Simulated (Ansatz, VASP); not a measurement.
HfMoC2: VASP beside Ansatz

```
Hf Mo C
1.0
     3.19142    0.00000    0.00000
     0.00000    3.19142    0.00000
     0.00000    0.00000    4.48516
Hf Mo C
1 1 2
Direct
  0.00000 0.00000 0.00000
  0.50000 0.50000 0.50000
  0.50000 0.50000 0.00000
  0.00000 0.00000 0.50000
```

Alike in both runs: task single point; functional PBE; k mesh 8 × 8 × 6; occupations fermi-dirac, width 0.05 eV; no spin polarisation.

```csv
,VASP,Ansatz
version,VASP 6.6.1,Ansatz 0.2.0
potentials or method,"VASP PAW PBE potentials, release 64 (Hf_pv, Mo_sv, C)",Ansatz PAW
plane-wave cutoff (eV),520,420
valence electrons in the cell,32,48
```

Ansatz gave:

| Property | Result |
| --- | --- |
| gap on the k mesh at the Fermi level (eV) | none |
| pressure (GPa) | -1.3 |
| traceless stress, the component that is largest in VASP (GPa) | -2.85 |

Which values does VASP return?

gap on the k mesh at the Fermi level (eV): none; pressure (GPa): -1.4; traceless stress, the component that is largest in VASP (GPa): -2.83.

A gap of «none» marks a metal or a gap that the smearing closes. VASP's potentials hold 32 valence electrons a cell and Ansatz's 48, so a difference there can come from the potentials and not from the codes.

Spin-orbit coupling is off throughout.
